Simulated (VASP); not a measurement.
# Mo: single point with PBE

The system is Mo.

```xyz
6
Lattice="5.4698 0.0000 0.0000 -2.7349 8.2046 0.0000 -0.9116 1.3674 2.1592" Properties=species:S:1:pos:R:3 pbc="T T T"
Mo   -0.9116    5.4698    0.0000
Mo    1.8233    5.4698    0.0000
Mo    0.9116    2.7349    0.0000
Mo    3.6465    2.7349    0.0000
Mo    0.0000    0.0000    0.0000
Mo    2.7349    0.0000    0.0000
```

```
Program             : VASP 6.6.1
Task                : single point
Functional          : PBE
Potentials or basis : VASP PAW PBE potentials, release 64 (Mo_sv)
Cutoff              : 520 eV
k mesh              : 7 × 5 × 16
Occupations         : gaussian, width 0.1 eV
Spin                : no spin polarisation
```

```
Pressure               : -4.1 GPa
Band gap on the k mesh : zero (bands 42 and 43 overlap by 2.27 eV)
```

Stress tensor (GPa, compression positive):
```
 -2.73   2.19   0.04
  2.19 -13.86   0.09
  0.04   0.09   4.17
```

Levels at points of the mesh, in eV from the Fermi level:
| k point | band 40 | band 41 | band 42 | band 43 | band 44 | band 45 |
| --- | --- | --- | --- | --- | --- | --- |
| (0.00, 0.00, 0.00) | -0.98 | -0.98 | -0.62 | 1.11 | 1.33 | 1.34 |
| (0.00, 0.00, 0.50) | 0.78 | 1.11 | 1.28 | 1.28 | 1.53 | 1.53 |

It took 53 min on 1 thread of Oxide Virtual Turin-like Processor, with other jobs on the host, peak memory 0.88 GiB.

Caveat: the stress differs along the axes, from -14 to 4 GPa.
